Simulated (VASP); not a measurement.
Here is a VASP 6.6.1 calculation.

The input INCAR:

```
PREC = Accurate ; ENCUT = 600
EDIFF = 1E-7 ; ISMEAR = 0
SIGMA = 0.1 ; LREAL = F
LASPH = T ; NELM = 100
ALGO = Normal ; ISIF = 3
LWAVE = F ; LCHARG = F
GGA = PE ; IBRION = 2
NSW = 90 ; EDIFFG = -0.04
```

Contents of KPOINTS:

```
regular mesh
0
Gamma
  6 6 4
```

The input POSCAR:

```
LuHf4O
1.0
    5.3945400500      0.0000000000      0.0000000000
   -2.6972700200      4.6718087200      0.0000000000
    0.0000000000      0.0000000000      4.4669243100
Lu Hf O
1 4 1
Direct
    0.0000000000      0.0000000000      0.0000000000
    0.3333333300      0.6666666700      0.0000000000
    0.5006160100      0.4993839900      0.5000000000
    0.5006160100      0.0012320300      0.5000000000
    0.9987679700      0.4993839900      0.5000000000
    0.6666666700      0.3333333300      0.0000000000
```

Potentials or basis: VASP PAW PBE potentials, release 64 (Lu, Hf_pv, O).

The run is started by

```bash
$ cat potpaw_PBE.64/Lu/POTCAR potpaw_PBE.64/Hf_pv/POTCAR potpaw_PBE.64/O/POTCAR > POTCAR
$ mpirun -np 1 vasp_std > vasp.out
```

(1) Predict the relaxed volume.

(2) What does it give for the relaxed cell?

Results:

(1) 22.34 Å³/atom.

(2) a = 6.972 Å, b = 6.972 Å, c = 3.184 Å, α = 90.00°, β = 90.00°, γ = 120.00°.

Caveat: the volume moved by over 15 % at a fixed basis, so the end points are rough; an odd number of electrons without spin polarisation forces a metal; a magnetic or distorted state may lie lower.
